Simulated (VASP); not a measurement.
Input of a VASP 6.6.1 run:

File INCAR:

```
SYSTEM = SiC
  ALGO = Normal
  EDIFF = 1E-6
  EDIFFG = -0.02
  ENCUT = 600
  GGA = PE
  IBRION = 2
  ISIF = 3
  ISMEAR = 0
  LASPH = .TRUE.
  LCHARG = .FALSE.
  LREAL = .FALSE.
  LWAVE = .FALSE.
  NELM = 100
  NSW = 80
  PREC = Accurate
  PSTRESS = 60.0
  SIGMA = 0.01
```

File KPOINTS:

```
k-points
0
G
  8 8 8
  0 0 0
```

The input POSCAR:

```
SiC
1.0
    0.0000000000      2.1790000000      2.1790000000
    2.1790000000      0.0000000000      2.1790000000
    2.1790000000      2.1790000000      0.0000000000
Si C
1 1
Direct
    0.0000000000      0.0000000000      0.0000000000
    0.2500000000      0.2500000000      0.2500000000
```

Potentials or basis: VASP PAW PBE potentials, release 64 (Si, C).

The run is started by

```sh
$ cat potpaw_PBE.64/Si/POTCAR potpaw_PBE.64/C/POTCAR > POTCAR
$ mpirun -np 1 vasp_std > vasp.out
```

**Question.** What does it give for the space group after relaxing (to 0.05 Å)?

**Answer.** F-43m (No. 216).

**Question.** What does it give for the relaxed volume?

**Answer.** 10.21 Å³/atom.

**Question.** Estimate the band gap on the k mesh.

**Answer.** 1.34 eV, indirect (least direct gap 4.55 eV).

**Question.** Estimate the relaxed cell.

**Answer.** a = 3.069 Å, b = 3.069 Å, c = 3.069 Å, α = 60.00°, β = 60.00°, γ = 60.00°.

Final structure:
```
CELL_PARAMETERS angstrom
0.00000 2.16976 2.16976
2.16976 0.00000 2.16976
2.16976 2.16976 0.00000
ATOMIC_POSITIONS crystal
Si 0.00000 0.00000 0.00000
C 0.25000 0.25000 0.25000
```

Caveat: the cell is relaxed towards a set pressure, so the enthalpy falls and the energy may rise. A hybrid or GW would open this gap; PBE tends to underestimate it.
